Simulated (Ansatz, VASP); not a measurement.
**ScNb2O3 in VASP and in Ansatz**

```
Sc Nb O
1.0
     5.53703    0.00000    0.00000
    -2.76851    4.79521    0.00000
     0.00000    0.00000    3.84718
Sc Nb O
1 2 3
Direct
  0.00000 0.00000 0.50000
  0.33333 0.66667 0.50000
  0.66667 0.33333 0.50000
  0.33333 0.66667 0.00000
  0.66667 0.33333 0.00000
  0.00000 0.00000 0.00000
```

Alike in both runs: functional PBE; k mesh 12 × 12 × 10; occupations gaussian, width 0.1 eV; no spin polarisation.

Ansatz relaxed the structure, and its values are those at the end. VASP's run is a single point on that final structure, the one shown.

|  | VASP | Ansatz |
| --- | --- | --- |
| version | VASP 6.6.1 | Ansatz 0.2.0 |
| potentials or method | VASP PAW PBE potentials, release 64 (Sc_sv, Nb_sv, O), cutoff 520 eV | scalar-relativistic, plane waves, PAW |
| valence electrons in the cell | 55 | 55 |

|  | VASP | Ansatz | Ansatz less VASP |
| --- | --- | --- | --- |
| gap on the k mesh at the Fermi level (eV) | none | none | - |
| pressure (GPa) | 0.1 | 0.0 | -0.03 |

A gap of «none» marks a metal or a gap that the smearing closes.
